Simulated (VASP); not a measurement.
Input of a VASP 6.6.1 run:

Contents of INCAR:

```
PREC     = Accurate       # precision mode
ENCUT    = 600            # plane-wave cutoff, eV
EDIFF    = 1E-6           # SCF threshold, eV
ISMEAR   = -1             # smearing method
SIGMA    = 0.05           # smearing width, eV
LREAL    = F              # projectors in reciprocal space
LASPH    = T              # aspherical terms in the spheres
NELM     = 60             # most SCF steps
ALGO     = Normal         # electronic algorithm
ISIF     = 3              # what is computed and relaxed
LWAVE    = F              # write WAVECAR
LCHARG   = F              # write CHGCAR
GGA      = PE             # functional
IBRION   = 2              # ionic algorithm
NSW      = 45             # ionic steps
EDIFFG   = -0.005         # ionic threshold
```

KPOINTS

```
Automatic mesh
0
Gamma
  18 18 10
```

POSCAR

```
Cu
1.0
    2.5678168448      0.0000000000      0.0000000000
   -1.2839084224      2.2237946199      0.0000000000
    0.0000000000      0.0000000000      4.1954803596
Cu
2
Direct
    0.3333333333      0.6666666667      0.2500000000
    0.6666666667      0.3333333333      0.7500000000
```

Potentials or basis: VASP PAW PBE potentials, release 64 (Cu).

Command:

```sh
$ cat potpaw_PBE.64/Cu/POTCAR > POTCAR
$ mpirun -np 1 vasp_std > vasp.out
```

Question: Predict the space group after relaxing (to 0.05 Å).

Answer: P6_3/mmc (No. 194).

Question: Estimate the relaxed cell.

Answer: a = 2.571 Å, b = 2.571 Å, c = 4.201 Å, α = 90.00°, β = 90.00°, γ = 120.00°.

Question: Predict the band gap on the k mesh.

Answer: Zero (band 11 reaches 11.37 eV, above the bottom of band 12 at 5.43 eV).

Final structure:
```xyz
2
Lattice="2.5715 0.0000 0.0000 -1.2857 2.2270 0.0000 0.0000 0.0000 4.2011" Properties=species:S:1:pos:R:3 pbc="T T T"
Cu    0.0000    1.4846    1.0503
Cu    1.2857    0.7423    3.1508
```
